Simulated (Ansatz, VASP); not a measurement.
# Si4C5: VASP beside Ansatz

```
C Si
1.0
     3.09201    0.00000    0.00000
    -1.54601    2.67776    0.00000
     0.00000    0.00000   25.23371
C Si
5 4
Cartesian
  0.0000 1.7852 4.0000
  1.5460 0.8926 6.5369
  0.0000 1.7852 9.1041
  1.5460 0.8926 11.6669
  1.0307 1.1901 14.2637
  1.5460 0.8926 4.6298
  0.0000 1.7852 7.1667
  1.5460 0.8926 9.6970
  0.0000 1.7852 12.2337
```

Alike in both runs: task single point; functional PBE; k mesh 9 × 9 × 1; occupations gaussian, width 0.05 eV; collinear spin.

|  | VASP | Ansatz |
| --- | --- | --- |
| version | VASP 6.6.1 | Ansatz 0.2.0 |
| potentials or method | VASP PAW PBE potentials, release 64 (C, Si), cutoff 520 eV | scalar-relativistic, plane waves, PAW |
| valence electrons in the cell | 36 | 36 |

```tsv
	VASP	Ansatz	Ansatz less VASP
gap on the k mesh at the Fermi level (eV)	none	none	-
rms of the force components (eV/Å)	1.004	1.007	+0.0030
net moment per atom (μB)	0.02	0.02	+0.001
size of the moment on the site where the two differ most (μB)	0.35	0.49	+0.143
```

Site moments also hang on the region over which each program counts them. A gap of «none» marks a metal or a gap that the smearing closes. With one functional, cell and mesh, what is left measures potentials, basis and numerics. Ansatz's warnings: seeded moment not kept.
